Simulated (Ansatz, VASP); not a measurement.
**KBr: VASP beside Ansatz**

```
K Br
1.0
     5.67375    0.00000    0.00000
    -2.83688    4.91361    0.00000
     0.00000    0.00000    6.61849
K Br
2 2
Direct
  0.33333 0.66667 0.25000
  0.66667 0.33333 0.75000
  0.66667 0.33333 0.25000
  0.33333 0.66667 0.75000
```

Alike in both runs: task single point; functional r2SCAN; k mesh 6 × 6 × 4; no spin polarisation.

|  | VASP | Ansatz |
| --- | --- | --- |
| version | VASP 6.6.1 | Ansatz 0.2.0 |
| potentials or method | VASP PAW PBE potentials, release 64 (K_sv, Br) | plane waves, PAW |
| plane-wave cutoff (eV) | 520 | 500 |
| occupations | gaussian, width 0.01 eV | fixed |
| valence electrons in the cell | 32 | 32 |

|  | VASP | Ansatz | Ansatz less VASP |
| --- | --- | --- | --- |
| gap on the k mesh at the Fermi level (eV) | 4.73 | 4.73 | -0.001 |
| pressure (GPa) | -0.3 | -0.3 | +0.01 |

VASP's potentials were made for PBE, not for r2SCAN.
